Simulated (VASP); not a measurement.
Input of a VASP 6.6.1 run:

Contents of POSCAR:

```
TiO2
1.0
    5.5619878339      0.0000000000      0.0000000000
   -2.7809939170      4.8168227597      0.0000000000
    0.0000000000      0.0000000000      6.0602250626
Ti O
3 6
Direct
    0.4669957825      0.0000000000      0.3333333333
    0.0000000000      0.4669957825      0.6666666667
    0.5330042175      0.5330042175      0.0000000000
    0.3996535091      0.2663137313      0.2183162919
    0.7336862687      0.1333397778      0.5516496253
    0.8666602222      0.6003464909      0.8849829586
    0.2663137313      0.3996535091      0.7816837081
    0.1333397778      0.7336862687      0.4483503747
    0.6003464909      0.8666602222      0.1150170414
```

File INCAR.step1:

```
ALGO     = Normal         # electronic algorithm
EDIFF    = 1E-4           # SCF threshold, eV
ENCUT    = 520            # plane-wave cutoff, eV
GGA      = PE             # functional
ISMEAR   = 0              # smearing method
LASPH    = True           # aspherical terms in the spheres
LCHARG   = False          # write CHGCAR
LREAL    = False          # projectors in reciprocal space
LWAVE    = True           # write WAVECAR
NBANDS   = 46             # bands
NELM     = 60             # most SCF steps
PREC     = Accurate       # precision mode
SIGMA    = 0.05           # smearing width, eV
```

INCAR.step2

```
ALGO     = Normal         # electronic algorithm
EDIFF    = 1E-7           # SCF threshold, eV
ENCUT    = 520            # plane-wave cutoff, eV
ISIF     = 2              # what is computed and relaxed
ISMEAR   = 0              # smearing method
ISTART   = 1            
LASPH    = True           # aspherical terms in the spheres
LCHARG   = True           # write CHGCAR
LELF     = True           # ELF
LMIXTAU  = True         
LREAL    = False          # projectors in reciprocal space
LVHAR    = True         
LWAVE    = False          # write WAVECAR
METAGGA  = R2SCAN         # meta-GGA
NBANDS   = 46             # bands
NELM     = 60             # most SCF steps
PREC     = Accurate       # precision mode
SIGMA    = 0.05           # smearing width, eV
```

Contents of KPOINTS:

```
k-points
0
Gamma
  6 6 4
```

Potentials or basis: VASP PAW PBE potentials, release 64 (Ti_sv, O).

Run with:

```sh
$ cat potpaw_PBE.64/Ti_sv/POTCAR potpaw_PBE.64/O/POTCAR > POTCAR
$ cp INCAR.step1 INCAR
$ mpirun -np 1 vasp_std > vasp.out
$ cp INCAR.step2 INCAR
$ mpirun -np 1 vasp_std > vasp.out
```

Question: Predict the largest force.

Answer: 0.799 eV/Å.

Question: What does it give for the pressure?

Answer: -5.0 GPa.

Question: Predict the band gap on the k mesh.

Answer: 4.00 eV (least direct gap 4.08 eV).

Forces in eV/Å, atoms in the order of the input:
```
Ti  -0.153  0.000  0.000
Ti   0.077 -0.133  0.000
Ti   0.077  0.133  0.000
O    0.733  0.234 -0.216
O   -0.569  0.518 -0.216
O   -0.164 -0.752 -0.216
O   -0.164  0.752  0.216
O    0.733 -0.234  0.216
O   -0.569 -0.518  0.216
```

Caveat: the cell differs from its parent crystal (atoms displaced along a vibrational mode); the cell stands under tension; the PAW data sets were made with another functional, which shifts forces and pressure a little. A k mesh can miss the band edges.
